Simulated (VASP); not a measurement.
# Ba (P6/mmm) in VASP: further runs

Ba is run at these levels: PBE; tasks: single point.

Program: VASP 6.6.1. These are calculated values, not measurements. Logs are shortened: lines on timing, memory, paths and dates and some standing lists are left out, and cuts for length are marked.

## Step 1: The cell of the first run

It takes space group P6/mmm (No. 191, hexagonal). The conventional cell has a = 4.242 Å, b = 4.242 Å, c = 4.043 Å, α = 90.00°, β = 90.00°, γ = 120.00°. Ba (site symmetry 6/mmm) has 8 Ba at 4.04 to 4.24 Å within 5.3 Å.

## Step 2: Single point, PBE

Input file INCAR:

```
PREC     = Accurate       # precision mode
ENCUT    = 520            # plane-wave cutoff, eV
EDIFF    = 1E-6           # SCF threshold, eV
ISMEAR   = 0              # smearing method
SIGMA    = 0.15           # smearing width, eV
LREAL    = False          # projectors in reciprocal space
LASPH    = True           # aspherical terms in the spheres
NELM     = 60             # most SCF steps
ALGO     = Fast           # electronic algorithm
ISIF     = 2              # what is computed and relaxed
LWAVE    = False          # write WAVECAR
LCHARG   = False          # write CHGCAR
GGA      = PE             # functional
NBANDS   = 11             # bands
```

Input file KPOINTS:

```
Automatic mesh
0
Gamma
  15 15 14
```

Input file POSCAR:

```
Ba
1.0
    4.2420593787      0.0000000000      0.0000000000
   -2.1210296894      3.6737311863      0.0000000000
    0.0000000000      0.0000000000      4.0427968257
Ba
1
Direct
    0.0000000000      0.0000000000      0.0000000000
```

Potentials or basis: VASP PAW PBE potentials, release 64 (Ba_sv).

Started as:

```sh
> cat potpaw_PBE.64/Ba_sv/POTCAR > POTCAR
> mpirun -np 1 vasp_std > vasp.out
```

OUTCAR:

```text
PREC = Accurate
   ENCUT = 520
   EDIFF = 1E-6
   ISMEAR = 0
   LREAL = False
   LASPH = True
   NELM = 60
   ISIF = 2
   GGA = PE

 ion  position               nearest neighbor table
   1  0.000  0.000  0.000-

  LATTYP: Found a hexagonal cell.
 ALAT       =     4.2420593787
 C/A-ratio  =     0.9530269298

  Lattice vectors:

 A1 = (   4.2420593787,   0.0000000000,   0.0000000000)
 A2 = (  -2.1210296894,   3.6737311863,   0.0000000000)
 A3 = (   0.0000000000,   0.0000000000,   4.0427968257)

Analysis of symmetry for initial positions (statically):
=====================================================================
 Subroutine PRICEL returns:
 Original cell was already a primitive cell.

 Routine SETGRP: Setting up the symmetry group for a
 hexagonal supercell.

 Subroutine GETGRP returns: Found 24 space group operations
 (whereof 24 operations were pure point group operations)
 out of a pool of 24 trial point group operations.

The static configuration has the point symmetry D_6h.

Analysis of symmetry for dynamics (positions and initial velocities):
=====================================================================
 Subroutine PRICEL returns:
 Original cell was already a primitive cell.

 Routine SETGRP: Setting up the symmetry group for a
 hexagonal supercell.

 Subroutine GETGRP returns: Found 24 space group operations
 (whereof 24 operations were pure point group operations)
 out of a pool of 24 trial point group operations.

The dynamic configuration has the point symmetry D_6h.

 Subroutine INISYM returns: Found 24 space group operations
 (whereof 24 operations are pure point group operations),
 and found     1 'primitive' translations

----------------------------------------------------------------------------------------

                                     Primitive cell

  volume of cell :      63.0037

  direct lattice vectors                    reciprocal lattice vectors
     4.242059379  0.000000000  0.000000000     0.235734560  0.136101412  0.000000000
    -2.121029689  3.673731186  0.000000000     0.000000000  0.272202823  0.000000000
     0.000000000  0.000000000  4.042796826     0.000000000  0.000000000  0.247353514

  length of vectors
     4.242059379  4.242059379  4.042796826     0.272202823  0.272202823  0.247353514

  position of ions in fractional coordinates (direct lattice)
     0.000000000  0.000000000  0.000000000

  ion indices of the primitive-cell ions
   primitive index   ion index
                 1           1

----------------------------------------------------------------------------------------

 KPOINTS: Automatic mesh

Automatic generation of k-mesh.
 Grid dimensions read from file:
 generate k-points for:   15   15   14

 Generating k-lattice:

  Cartesian coordinates                     Fractional coordinates (reciprocal lattice)
     0.015715637  0.009073427  0.000000000     0.066666667  0.000000000  0.000000000
     0.000000000  0.018146855  0.000000000     0.000000000  0.066666667  0.000000000
     0.000000000  0.000000000  0.017668108     0.000000000  0.000000000  0.071428571

  Length of vectors
     0.018146855  0.018146855  0.017668108

  Shift w.r.t. Gamma in fractional coordinates (k-lattice)
     0.000000000  0.000000000  0.000000000

 Subroutine IBZKPT returns following result:
 ===========================================

 Found    216 irreducible k-points:

 Following reciprocal coordinates:
            Coordinates               Weight
  0.000000  0.000000  0.000000      1.000000
  0.066667  0.000000  0.000000      6.000000
  0.133333  0.000000  0.000000      6.000000
  0.200000  0.000000  0.000000      6.000000
  0.266667  0.000000  0.000000      6.000000
  0.333333  0.000000  0.000000      6.000000
[... 16 lines left out ...]
  0.333333  0.200000  0.000000     12.000000
  0.400000  0.200000  0.000000      6.000000
 [... further k-points ...]
   k-points           NKPTS =    216   k-points in BZ     NKDIM =    216   number of bands    NBANDS=     11
   number of dos      NEDOS =    301   number of ions     NIONS =      1
   total plane-waves  NPLWV =  30720
   dimension x,y,z NGX =    32 NGY =   32 NGZ =   30
   dimension x,y,z NGXF=    64 NGYF=   64 NGZF=   60
   ions per type =               1
   NGX,Y,Z   is equivalent  to a cutoff of  12.54, 12.54, 12.34 a.u.
   NGXF,Y,Z  is equivalent  to a cutoff of  25.08, 25.08, 24.67 a.u.
 SYSTEM =  unknown system
   PREC   = accura    normal or accurate (medium, high low for compatibility)
   ISTART =      0    job   : 0-new  1-cont  2-samecut
   ICHARG =      2    charge: 1-file 2-atom 10-const
   ISPIN  =      1    spin polarized calculation?
   LNONCOLLINEAR =      F non collinear calculations
   LSORBIT =      F    spin-orbit coupling
   LASPH  =      T    aspherical Exc in radial PAW
   ENCUT  =  520.0 eV  38.22 Ry    6.18 a.u.   7.89  7.89  7.52*2*pi/ulx,y,z
   NELM   =     60;   NELMIN=  2; NELMDL= -5     # of ELM steps
   EDIFF  = 0.1E-05   stopping-criterion for ELM
   LREAL  =      F    real-space projection
   EDIFFG = 0.1E-04   stopping-criterion for IOM
   NSW    =      0    number of steps for IOM
   IBRION =     -1    ionic relax: 0-MD 1-quasi-New 2-CG
   NFREE  =      0    steps in history (QN), initial steepest desc. (CG)
   ISIF   =      2    stress and relaxation
   ISYM   =      2    0-nonsym 1-usesym 2-fastsym
   POTIM  = 0.5000    time-step for ionic-motion
   TEBEG  =    0.0;   TEEND  =   0.0 temperature during run
   PSTRESS=    0.0 pullay stress
   NELECT =      10.0000    total number of electrons
   NUPDOWN=      -1.0000    fix difference up-down
   EMIN   =  10.00;   EMAX   =-10.00  energy-range for DOS
   EFERMI =   0.00;   METHOD = LEGACY
   ISMEAR =     0;   SIGMA  =   0.15  broadening in eV -4-tet -1-fermi 0-gaus
   EFERMI_NEDOS =   21; number of points for ismear=-14 and -15
   IALGO  =     68    algorithm
   IMIX   =      4    mixing-type and parameters
     AMIX     =   0.40;   BMIX     =  1.00
     AMIX_MAG =   1.60;   BMIX_MAG =  1.00
  volume/ion in A,a.u.               =      63.00       425.17
  Fermi-wavevector in a.u.,A,eV,Ry     =   0.886379  1.675014 10.689660  0.785668
  Thomas-Fermi vector in A             =   2.007537
   LORBIT       =      0    0 simple, 1 ext, 2 COOP (PROOUT), +10 PAW based schemes
   GGA     = PE    functional components
   LHFCALC =     F    Hartree Fock is set to
   AEXX    =    0.0000 exact exchange contribution
   IVDW    =     0    specifies the selected vdW correction
   LEPSILON=     F    determine dielectric tensor
   LRPA    =     F    only Hartree local field effects (RPA)
 non-spin polarized calculation
 RMM-DIIS sequential band-by-band and
 Gauss-broadening in eV      SIGMA  =   0.15
  energy-cutoff  :      520.00
  volume of cell :       63.00
 maximum number of plane-waves:      1721
 NGX is ok and might be reduce to    32

 number of electron      10.0000000 magnetization

 number of electron       9.9999999 magnetization

 Free energy of the ion-electron system (eV)
  ---------------------------------------------------
  ext. energy  EPLUGINS =         0.00000000
  ---------------------------------------------------
  free energy    TOTEN  =        -1.73222521 eV

  energy without entropy =       -1.71964165  energy(sigma->0) =       -1.72593343

 E-fermi :   1.6688     XC(G=0):  -7.3975

 val. band max:        1.6620480423   @ k =   0.4000   0.0000   0.2857
 cond. band min:       1.6759146545   @ k =   0.3333   0.3333   0.4286
 fundamental gap:      0.0138666122
 Fermi energy:         1.6687734206

 k-point     1 :       0.0000    0.0000    0.0000
  band No.  band energies     occupation
      1     -27.4322      2.00000
      2     -12.3403      2.00000
      3     -12.3319      2.00000
      4     -12.3319      2.00000
      5      -1.0458      2.00000
      6       1.7844      0.27580
      7       3.4054      0.00000
      8       3.4054      0.00000
      9       6.4148      0.00000
     10       6.4148      0.00000
     11       7.8652      0.00000

 k-point     2 :       0.0667    0.0000    0.0000
  band No.  band energies     occupation
      1     -27.4300      2.00000
      2     -12.3580      2.00000
      3     -12.3376      2.00000
      4     -12.3375      2.00000
      5      -0.9658      2.00000
      6       1.8234      0.14499
      7       3.2752      0.00000
      8       3.4855      0.00000
      9       6.2108      0.00000
     10       6.3915      0.00000
     11       8.1159      0.00000

 k-point     3 :       0.1333    0.0000    0.0000
  band No.  band energies     occupation
      1     -27.4238      2.00000
      2     -12.4309      2.00000
      3     -12.3539      2.00000
      4     -12.3296      2.00000
      5      -0.7373      2.00000
      6       1.9311      0.01337
      7       2.9723      0.00000
      8       3.7230      0.00000
      9       5.7781      0.00000
     10       6.3270      0.00000
     11       8.7704      0.00000

 k-point     4 :       0.2000    0.0000    0.0000
  band No.  band energies     occupation
      1     -27.4147      2.00000
      2     -12.5356      2.00000
      3     -12.3776      2.00000
      4     -12.3180      2.00000
      5      -0.3937      2.00000
      6       2.0591      0.00023
      7       2.6723      0.00000
      8       4.1093      0.00000
      9       5.3171      0.00000
     10       6.2358      0.00000
     11       8.9824      0.00000
[... 239 lines left out ...]
 k-point    22 :       0.2667    0.2000    0.0000
  band No.  band energies     occupation
      1     -27.3841      2.00000
      2     -12.7852      2.00000
      3     -12.5406      2.00000
      4     -12.2791      2.00000
      5       1.0487      2.00000
      6       1.9573      0.00652
      7       2.5586      0.00000
      8       4.5417      0.00000
      9       5.5194      0.00000
     10       5.8040      0.00000
     11       7.5753      0.00000

 k-point    23 :       0.3333    0.2000    0.0000
  band No.  band energies     occupation
      1     -27.3790      2.00000
      2     -12.8164      2.00000
      3     -12.5761      2.00000
      4     -12.2726      2.00000
      5       1.2983      1.99952
      6       2.0619      0.00021
      7       2.5430      0.00000
      8       4.4693      0.00000
      9       5.3756      0.00000
     10       6.1906      0.00000
     11       7.1616      0.00000

 k-point    24 :       0.4000    0.2000    0.0000
  band No.  band energies     occupation
      1     -27.3772      2.00000
      2     -12.8269      2.00000
      3     -12.5891      2.00000
      4     -12.2703      2.00000
      5       1.3533      1.99706
      6       2.2419      0.00000
      7       2.4381      0.00000
      8       4.4464      0.00000
      9       5.3240      0.00000
     10       6.5895      0.00000
     11       6.6921      0.00000

 [... further k-points ...]
[... 5 lines left out ...]
  --------------------------------------------------------------------------------------
  -------------------------------------------------------------------------------------
  Total        0.1167298      0.1167298     -0.2327690     -0.0000000      0.0000000      0.0000000
  in kB        2.9684275      2.9684275     -5.9192908     -0.0000000      0.0000000      0.0000000
  external PRESSURE =       0.0058547 kB  Pullay stress =       0.0000000 kB

 VOLUME and BASIS-vectors are now :
 -----------------------------------------------------------------------------
  energy-cutoff  :      520.00
  volume of cell :       63.00
      direct lattice vectors                 reciprocal lattice vectors
     4.242059379  0.000000000  0.000000000     0.235734560  0.136101412  0.000000000
    -2.121029689  3.673731186  0.000000000     0.000000000  0.272202823  0.000000000
     0.000000000  0.000000000  4.042796826     0.000000000  0.000000000  0.247353514

 POSITION                                       TOTAL-FORCE (eV/Angst)
 -----------------------------------------------------------------------------------
      0.00000      0.00000      0.00000         0.000000      0.000000      0.000000
 -----------------------------------------------------------------------------------
    total drift:                                0.000000     -0.000000     -0.000000

  FREE ENERGIE OF THE ION-ELECTRON SYSTEM (eV)
  ---------------------------------------------------
  free  energy   TOTEN  =        -1.7322252060 eV

  energy  without entropy=       -1.7196416526  energy(sigma->0) =       -1.72593343
```

Run time: 53 s. Hardware: 1 thread of Intel Xeon Platinum 8488C (Sapphire Rapids), shared host; peak memory 0.28 GiB.

Results:

* Free energy: -1.7322 eV
* Pressure: 0.0 GPa
* Band gap on the k mesh: zero (band 5 reaches 2.11 eV, above the bottom of band 6 at 1.43 eV)

Caveat: spin-orbit coupling is left out, which moves the levels of the heavy elements.

## Step 3: Single point, PBE

This run uses another cell than the first one, of the same volume but with other edges.

Input file INCAR:

```
ALGO     = Fast           # electronic algorithm
EDIFF    = 1E-7           # SCF threshold, eV
ENCUT    = 520            # plane-wave cutoff, eV
GGA      = PE             # functional
ISIF     = 2              # what is computed and relaxed
ISMEAR   = 0              # smearing method
LASPH    = True           # aspherical terms in the spheres
LCHARG   = False          # write CHGCAR
LREAL    = False          # projectors in reciprocal space
LWAVE    = False          # write WAVECAR
NBANDS   = 11             # bands
NELM     = 100            # most SCF steps
PREC     = Accurate       # precision mode
SIGMA    = 0.15           # smearing width, eV
```

Input file KPOINTS:

```
k-points
0
Gamma
  15 15 14
```

Input file POSCAR:

```
Ba
1.0
    3.9505605771      0.0000000000      0.0000000000
   -1.9752802886      3.4212858189      0.0000000000
    0.0000000000      0.0000000000      4.6614169553
Ba
1
Direct
    0.0000000000      0.0000000000      0.0000000000
```

Potentials or basis: VASP PAW PBE potentials, release 64 (Ba_sv).

Started as:

```sh
> cat potpaw_PBE.64/Ba_sv/POTCAR > POTCAR
> mpirun -np 1 vasp_std > vasp.out
```

Wall time 88 s (1 thread of Intel Xeon Platinum 8488C (Sapphire Rapids), shared host); peak memory 0.28 GiB.

The run converged. Its results:

- Free energy: -1.5341 eV
- Pressure: 0.8 GPa
- Band gap on the k mesh: zero (band 5 reaches 2.50 eV, above the bottom of band 6 at 1.09 eV)

Stress tensor (GPa, compression positive):
```
 2.75  0.00  0.00
 0.00  2.75  0.00
 0.00  0.00 -3.08
```

Levels at points of the mesh, in eV from the Fermi level:
| k point | band 2 | band 3 | band 4 | band 5 | band 6 | band 7 | band 8 | band 9 |
| --- | --- | --- | --- | --- | --- | --- | --- | --- |
| (0.00, 0.00, 0.00) | -14.04 | -13.60 | -13.60 | -2.52 | 0.05 | 2.08 | 2.08 | 4.88 |
| (0.00, 0.00, 0.50) | -14.22 | -13.59 | -13.59 | -1.36 | 0.18 | 2.22 | 2.22 | 4.15 |

Caveat: spin-orbit coupling is left out, which moves the levels of the heavy elements.
